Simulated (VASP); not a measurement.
# La (P6_3/mmc) in VASP: relaxation of cell and atoms with PBE

Aim: the relaxation of cell and atoms of La with PBE.

Everything below comes from runs of VASP 6.6.1. Logs are shortened: lines on timing, memory, paths and dates and some standing lists are left out, and cuts for length are marked.

## 1. The cell of the first run

The structure is hexagonal, space group P6_3/mmc (No. 194). Conventional cell: a = 3.451 Å, b = 3.451 Å, c = 5.591 Å, α = 90.00°, β = 90.00°, γ = 120.00°. La (site symmetry -6m2) has 12 La at 3.43 to 3.45 Å within 4.5 Å.

## 2. Relaxation of cell and atoms, PBE

Input file INCAR:

```
SYSTEM = La
ALGO = Normal
EDIFF = 1E-6
EDIFFG = -0.005
ENCUT = 600
GGA = PE
IBRION = 2
ISIF = 3
ISMEAR = -1
LASPH = .TRUE.
LCHARG = .FALSE.
LREAL = .FALSE.
LWAVE = .FALSE.
NELM = 60
NSW = 100
PREC = Accurate
SIGMA = 0.05
```

Input file KPOINTS:

```
k-points
0
G
  12 12 7
  0 0 0
```

Input file POSCAR:

```
La
1.0
    3.4513664195      0.0000000000      0.0000000000
   -1.7256832097      2.9889709970      0.0000000000
    0.0000000000      0.0000000000      5.5912135996
La
2
Direct
    0.3333333333      0.6666666667      0.2500000000
    0.6666666667      0.3333333333      0.7500000000
```

Potentials or basis: VASP PAW PBE potentials, release 64 (La).

Launch:

```
$ cat potpaw_PBE.64/La/POTCAR > POTCAR
$ mpirun -np 1 vasp_std > vasp.out
```

OUTCAR:

```text
SYSTEM = La
   EDIFF = 1E-6
   EDIFFG = -0.005
   ENCUT = 600
   GGA = PE
   IBRION = 2
   ISIF = 3
   ISMEAR = -1
   LASPH = .TRUE.
   LREAL = .FALSE.
   NELM = 60
   NSW = 100
   PREC = Accurate

 ion  position               nearest neighbor table
   1  0.333  0.667  0.250-   2 3.43   2 3.43   2 3.43   2 3.43   2 3.43   2 3.43
   2  0.667  0.333  0.750-   1 3.43   1 3.43   1 3.43   1 3.43   1 3.43   1 3.43

  LATTYP: Found a hexagonal cell.
 ALAT       =     3.4513664195
 C/A-ratio  =     1.6200000000

  Lattice vectors:

 A1 = (   3.4513664195,   0.0000000000,   0.0000000000)
 A2 = (  -1.7256832097,   2.9889709970,   0.0000000000)
 A3 = (   0.0000000000,   0.0000000000,   5.5912135996)

Analysis of symmetry for initial positions (statically):
=====================================================================
 Subroutine PRICEL returns:
 Original cell was already a primitive cell.

 Routine SETGRP: Setting up the symmetry group for a
 hexagonal supercell.

 Subroutine GETGRP returns: Found 24 space group operations
 (whereof 12 operations were pure point group operations)
 out of a pool of 24 trial point group operations.

The static configuration has the point symmetry D_3d.
 The point group associated with its full space group is D_6h.

Analysis of symmetry for dynamics (positions and initial velocities):
=====================================================================
 Subroutine PRICEL returns:
 Original cell was already a primitive cell.

 Routine SETGRP: Setting up the symmetry group for a
 hexagonal supercell.

 Subroutine GETGRP returns: Found 24 space group operations
 (whereof 12 operations were pure point group operations)
 out of a pool of 24 trial point group operations.

The dynamic configuration has the point symmetry D_3d.
 The point group associated with its full space group is D_6h.

 Subroutine INISYM returns: Found 24 space group operations
 (whereof 12 operations are pure point group operations),
 and found     1 'primitive' translations

----------------------------------------------------------------------------------------

                                     Primitive cell

  volume of cell :      57.6792

  direct lattice vectors                    reciprocal lattice vectors
     3.451366419  0.000000000  0.000000000     0.289740317  0.167281650  0.000000000
    -1.725683210  2.988970997  0.000000000     0.000000000  0.334563300  0.000000000
     0.000000000  0.000000000  5.591213600     0.000000000  0.000000000  0.178852047

  length of vectors
     3.451366419  3.451366419  5.591213600     0.334563300  0.334563300  0.178852047

  position of ions in fractional coordinates (direct lattice)
     0.333333333  0.666666667  0.250000000
     0.666666667  0.333333333  0.750000000

  ion indices of the primitive-cell ions
   primitive index   ion index
                 1           1
                 2           2

----------------------------------------------------------------------------------------

 KPOINTS: k-points

Automatic generation of k-mesh.
 Grid dimensions read from file:
 generate k-points for:   12   12    7

 Generating k-lattice:

  Cartesian coordinates                     Fractional coordinates (reciprocal lattice)
     0.024145026  0.013940137  0.000000000     0.083333333 -0.000000000  0.000000000
     0.000000000  0.027880275  0.000000000     0.000000000  0.083333333  0.000000000
     0.000000000  0.000000000  0.025550292     0.000000000  0.000000000  0.142857143

  Length of vectors
     0.027880275  0.027880275  0.025550292

  Shift w.r.t. Gamma in fractional coordinates (k-lattice)
     0.000000000  0.000000000  0.000000000

 Subroutine IBZKPT returns following result:
 ===========================================

 Found     76 irreducible k-points:

 Following reciprocal coordinates:
            Coordinates               Weight
  0.000000  0.000000  0.000000      1.000000
  0.083333  0.000000  0.000000      6.000000
  0.166667  0.000000  0.000000      6.000000
  0.250000  0.000000  0.000000      6.000000
  0.333333  0.000000  0.000000      6.000000
  0.416667  0.000000  0.000000      6.000000
[... 16 lines left out ...]
  0.250000  0.000000  0.142857     12.000000
  0.333333  0.000000  0.142857     12.000000
 [... further k-points ...]
   k-points           NKPTS =     76   k-points in BZ     NKDIM =     76   number of bands    NBANDS=     15
   number of dos      NEDOS =    301   number of ions     NIONS =      2
   total plane-waves  NPLWV =  37632
   dimension x,y,z NGX =    28 NGY =   28 NGZ =   48
   dimension x,y,z NGXF=    56 NGYF=   56 NGZF=   96
   ions per type =               2
   NGX,Y,Z   is equivalent  to a cutoff of  13.49, 13.49, 14.27 a.u.
   NGXF,Y,Z  is equivalent  to a cutoff of  26.97, 26.97, 28.54 a.u.
 SYSTEM =  La
   PREC   = accura    normal or accurate (medium, high low for compatibility)
   ISTART =      0    job   : 0-new  1-cont  2-samecut
   ICHARG =      2    charge: 1-file 2-atom 10-const
   ISPIN  =      1    spin polarized calculation?
   LNONCOLLINEAR =      F non collinear calculations
   LSORBIT =      F    spin-orbit coupling
   LASPH  =      T    aspherical Exc in radial PAW
   ENCUT  =  600.0 eV  44.10 Ry    6.64 a.u.   6.89  6.89 11.17*2*pi/ulx,y,z
   NELM   =     60;   NELMIN=  2; NELMDL= -5     # of ELM steps
   EDIFF  = 0.1E-05   stopping-criterion for ELM
   LREAL  =      F    real-space projection
   EDIFFG = -.5E-02   stopping-criterion for IOM
   NSW    =    100    number of steps for IOM
   IBRION =      2    ionic relax: 0-MD 1-quasi-New 2-CG
   NFREE  =      1    steps in history (QN), initial steepest desc. (CG)
   ISIF   =      3    stress and relaxation
   ISYM   =      2    0-nonsym 1-usesym 2-fastsym
   POTIM  = 0.5000    time-step for ionic-motion
   TEBEG  =    0.0;   TEEND  =   0.0 temperature during run
   PSTRESS=    0.0 pullay stress
   NELECT =      22.0000    total number of electrons
   NUPDOWN=      -1.0000    fix difference up-down
   EMIN   =  10.00;   EMAX   =-10.00  energy-range for DOS
   EFERMI =   0.00;   METHOD = LEGACY
   ISMEAR =    -1;   SIGMA  =   0.05  broadening in eV -4-tet -1-fermi 0-gaus
   EFERMI_NEDOS =   21; number of points for ismear=-14 and -15
   IALGO  =     38    algorithm
   IMIX   =      4    mixing-type and parameters
     AMIX     =   0.40;   BMIX     =  1.00
     AMIX_MAG =   1.60;   BMIX_MAG =  1.00
  volume/ion in A,a.u.               =      28.84       194.62
  Fermi-wavevector in a.u.,A,eV,Ry     =   1.187252  2.243580 19.178316  1.409566
  Thomas-Fermi vector in A             =   2.323407
   LORBIT       =      0    0 simple, 1 ext, 2 COOP (PROOUT), +10 PAW based schemes
   GGA     = PE    functional components
   LHFCALC =     F    Hartree Fock is set to
   AEXX    =    0.0000 exact exchange contribution
   IVDW    =     0    specifies the selected vdW correction
   LEPSILON=     F    determine dielectric tensor
   LRPA    =     F    only Hartree local field effects (RPA)
 conjugate gradient relaxation of ions
 non-spin polarized calculation
  energy-cutoff  :      600.00
  volume of cell :       57.68
 maximum number of plane-waves:      1959
 NGX is ok and might be reduce to    28
   NGX = 13   NGY = 13   NGZ = 23

--------------------------------------- Ionic step        1  -------------------------------------------

 number of electron      22.0000001 magnetization

 Free energy of the ion-electron system (eV)
  ---------------------------------------------------
  ext. energy  EPLUGINS =         0.00000000
  ---------------------------------------------------
  free energy    TOTEN  =        -9.29153380 eV

  energy without entropy =       -9.26853335  energy(sigma->0) =       -9.28003357

 E-fermi :  10.5623     XC(G=0): -10.6401

 val. band max:       10.5464036988   @ k =   0.2500   0.2500   0.0000
 cond. band min:      10.5936296957   @ k =   0.2500   0.2500   0.4286
 fundamental gap:      0.0472259969
 Fermi energy:        10.5622721464

 k-point     1 :       0.0000    0.0000    0.0000
  band No.  band energies     occupation
      1     -22.1239      2.00000
      2     -21.6007      2.00000
      3      -7.1328      2.00000
      4      -4.7515      2.00000
      5      -4.7515      2.00000
      6      -4.3915      2.00000
      7      -4.3915      2.00000
      8      -4.3506      2.00000
      9       7.8538      2.00000
     10       8.5272      2.00000
     11      11.6604      0.00000
     12      11.9990      0.00000
     13      11.9990      0.00000
     14      12.3524      0.00000
     15      12.5269      0.00000
[... 515 lines left out ...]
  FREE ENERGIE OF THE ION-ELECTRON SYSTEM (eV)
  ---------------------------------------------------
  free  energy   TOTEN  =        -9.7284512308 eV

  energy  without entropy=       -9.6974014073  energy(sigma->0) =       -9.71292632

[... ionic steps 4 to 7 ...]

--------------------------------------- Ionic step        8  -------------------------------------------

 number of electron      21.9999997 magnetization

------------------------ aborting loop because EDIFF is reached ----------------------------------------

  FORCE on cell =-STRESS in cart. coord.  units (eV):
  Direction    XX          YY          ZZ          XY          YZ          ZX
  --------------------------------------------------------------------------------------
  -------------------------------------------------------------------------------------
  Total        0.0941695      0.0941695      0.0358771      0.0000000      0.0000000      0.0000000
  in kB        2.0103074      2.0103074      0.7658952      0.0000000      0.0000000      0.0000000
  external PRESSURE =       1.5955033 kB  Pullay stress =       0.0000000 kB
[... 57 lines left out ...]
  energy  without entropy=       -9.7000738243  energy(sigma->0) =       -9.71553836

--------------------------------------- Ionic step       10  -------------------------------------------

 number of electron      21.9999997 magnetization

 Free energy of the ion-electron system (eV)
  ---------------------------------------------------
  ext. energy  EPLUGINS =         0.00000000
  ---------------------------------------------------
  free energy    TOTEN  =        -9.73101062 eV

  energy without entropy =       -9.70007820  energy(sigma->0) =       -9.71554441

 E-fermi :   7.6929     XC(G=0):  -9.4945

 val. band max:        7.6705757926   @ k =   0.3333   0.2500   0.4286
 cond. band min:       7.7029056623   @ k =   0.3333   0.3333   0.0000
 fundamental gap:      0.0323298698
 Fermi energy:         7.6928992723

 k-point     1 :       0.0000    0.0000    0.0000
  band No.  band energies     occupation
      1     -25.1850      2.00000
      2     -24.9908      2.00000
      3      -9.5379      2.00000
      4      -8.4084      2.00000
      5      -8.4084      2.00000
      6      -8.2263      2.00000
      7      -8.2263      2.00000
      8      -8.1830      2.00000
      9       4.5203      2.00000
     10       5.9679      2.00000
     11       8.8117      0.00000
     12       9.0032      0.00000
     13       9.0032      0.00000
     14       9.2256      0.00000
     15       9.3132      0.00000
[... 443 lines left out ...]
  FREE ENERGIE OF THE ION-ELECTRON SYSTEM (eV)
  ---------------------------------------------------
  free  energy   TOTEN  =        -9.7310106187 eV

  energy  without entropy=       -9.7000782044  energy(sigma->0) =       -9.71554441

 reached required accuracy - stopping structural energy minimisation
```

Wall time 5.1 min (1 thread of Intel Xeon 6975P-C (Granite Rapids), shared host); peak memory 0.25 GiB.

What came out:

| Property | Result |
| --- | --- |
| Free energy | -9.7310 eV |
| Relaxed volume | 37.76 Å³/atom |
| Relaxed cell | a = 3.785 Å, b = 3.785 Å, c = 6.085 Å, α = 90.00°, β = 90.00°, γ = 120.00° |
| Space group after relaxing (to 0.1 Å) | P6_3/mmc (No. 194) |
| Energy gained by relaxing | 219.7 meV/atom |
| Ionic steps | 10 |
| Pressure after relaxing | 0.0 GPa |
| Band gap on the k mesh | zero (bands 11 and 12 overlap by 1.33 eV) |

Step by step:
```
step  energy change (eV)  largest force (eV/Å)  pressure (GPa)  volume (Å³)
   1              0.0000                0.0000            9.19        57.68
   2             -0.4291                0.0000            1.02        72.62
   3             -0.4369                0.0000           -0.25        76.13
   4             -0.4376                0.0000            0.03        75.34
   5             -0.4374                0.0000           -0.11        75.72
   6             -0.4386                0.0000            0.01        75.43
   7             -0.4391                0.0000            0.12        75.12
   8             -0.4391                0.0000            0.16        75.05
   9             -0.4395                0.0000            0.01        75.46
  10             -0.4395                0.0000            0.00        75.51
```

Final structure:
```xyz
2
Lattice="3.7854 0.0000 0.0000 -1.8927 3.2782 0.0000 0.0000 0.0000 6.0853" Properties=species:S:1:pos:R:3 pbc="T T T"
La    0.0000    2.1855    1.5213
La    1.8927    1.0927    4.5640
```

Caveat: the volume moved by over 15 % at a fixed basis, so the end points are rough; spin-orbit coupling is left out, which moves the levels of the heavy elements.
